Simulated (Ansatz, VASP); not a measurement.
**One calculation of KMgF3, two programs**

Contents of INCAR:

```
SYSTEM = KMgF3
ALGO = Normal
EDIFF = 1E-6
ENCUT = 520
GGA = PE
ISIF = 2
ISMEAR = 0
LASPH = .True.
LCHARG = .False.
LREAL = .False.
LWAVE = .False.
NBANDS = 24
NELM = 80
PREC = Accurate
SIGMA = 0.05
```

KPOINTS

```
k-points
0
Gamma
  6 6 6
  0 0 0
```

File POSCAR:

```
KMgF3
1.0
    3.9261115000      0.0000000000      0.0000000000
    0.0000000000      3.9261115000      0.0000000000
    0.0000000000      0.0000000000      4.1054770000
K Mg F
1 1 3
Direct
    0.5000000000      0.5000000000      0.5000000000
    0.0000000000      0.0000000000      0.0000000000
    0.5000000000      0.0000000000      0.0000000000
    0.0000000000      0.5000000000      0.0000000000
    0.0000000000      0.0000000000      0.5000000000
```

Input for Ansatz:

```yaml
crystal:
  lattice:
    - [3.9261115, 0.0, 0.0]
    - [0.0, 3.9261115, 0.0]
    - [0.0, 0.0, 4.105477]
  atoms:
    - { symbol: K, position: [0.5, 0.5, 0.5] }
    - { symbol: Mg, position: [0.0, 0.0, 0.0] }
    - { symbol: F, position: [0.5, 0.0, 0.0] }
    - { symbol: F, position: [0.0, 0.5, 0.0] }
    - { symbol: F, position: [0.0, 0.0, 0.5] }
basis:
  ecutwfc: 420
kpoints:
  mp_grid: { grid: [6, 6, 6] }
hamiltonian:
  xc: pbe
scf:
  occupations: { method: gaussian, width: 0.05 }
output:
  forces: true
  stress: true
  eigenvalues: true
```

Change from the starting cell: strain -0.015 along x and y, +0.030 along z, atoms carried along.

Alike in both runs: task single point; functional PBE; k mesh 6 × 6 × 6; occupations gaussian, width 0.05 eV; no spin polarisation.

```csv
,VASP,Ansatz
version,VASP 6.6.1,Ansatz 0.2.0
potentials or method,"VASP PAW PBE potentials, release 64 (K_sv, Mg, F), cutoff 520 eV","scalar-relativistic, plane waves, PAW"
valence electrons in the cell,32,40
```

VASP gave:

* gap on the k mesh at the Fermi level (eV): 7.28
* least direct gap on the mesh (eV): 7.62
* pressure (GPa): 3.6
* traceless stress, the component that is largest in VASP (GPa): -2.95

Problem. What did Ansatz give for the same quantities?

Solution. gap on the k mesh at the Fermi level (eV): 7.31; least direct gap on the mesh (eV): 7.65; pressure (GPa): 4.1; traceless stress, the component that is largest in VASP (GPa): -2.94.

VASP's potentials hold 32 valence electrons a cell and Ansatz's 40, so a difference there can come from the potentials and not from the codes.
